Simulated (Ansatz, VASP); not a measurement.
## Two plane-wave programs on HgTe

```
Hg Te
1.0
     0.00000    3.21450    3.21450
     3.21450    0.00000    3.21450
     3.21450    3.21450    0.00000
Hg Te
1 1
Cartesian
  0.0000 0.0000 0.0000
  1.6073 1.6073 1.6073
```

Alike in both runs: task relaxation of cell and atoms; functional PBE; k mesh 12 × 12 × 12; occupations gaussian, width 0.1 eV; no spin polarisation.

```csv
,VASP,Ansatz
version,VASP 6.6.1,Ansatz 0.2.0
potentials or method,"VASP PAW PBE potentials, release 64 (Hg, Te), cutoff 600 eV","scalar-relativistic, plane waves, PAW"
valence electrons in the cell,18,36
```

VASP gave:

```
gap on the k mesh at the Fermi level, each at its own relaxed structure (eV) : none
relaxed volume (Å³/atom)                                                     : 36.80
relaxed cell length with the largest relative difference (Å)                 : 4.704
```

Problem. Estimate Ansatz's values.

Solution. gap on the k mesh at the Fermi level, each at its own relaxed structure (eV): none; relaxed volume (Å³/atom): 36.81; relaxed cell length with the largest relative difference (Å): 4.704.

A gap of «none» marks a metal or a gap that the smearing closes. VASP's potentials hold 18 valence electrons a cell and Ansatz's 36, so a difference there can come from the potentials and not from the codes.

Spin-orbit coupling is off throughout.
